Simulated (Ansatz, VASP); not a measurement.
# CsBr in VASP and in Ansatz

```xyz
2
Lattice="4.3882 0.0000 0.0000 0.0000 4.3882 0.0000 0.0000 0.0000 4.3882" Properties=species:S:1:pos:R:3 pbc="T T T"
Cs    0.0000    0.0000    0.0000
Br    2.1941    2.1941    2.1941
```

Alike in both runs: functional PBE; k mesh 11 × 11 × 11; occupations fermi-dirac, width 0.1 eV; no spin polarisation.

Ansatz relaxed the structure, and its values are those at the end. VASP's run is a single point on that final structure, the one shown.

```csv
,VASP,Ansatz
version,VASP 6.6.1,Ansatz 0.2.0
potentials or method,"VASP PAW PBE potentials, release 64 (Cs_sv, Br)","PAW with Ansatz's default frozen-core files, scalar-relativistic"
plane-wave cutoff (eV),500,420
valence electrons in the cell,16,16
```

|  | VASP | Ansatz | Ansatz less VASP |
| --- | --- | --- | --- |
| pressure (GPa) | 0.0 | 0.0 | -0.04 |

Neither program's run includes spin-orbit coupling.
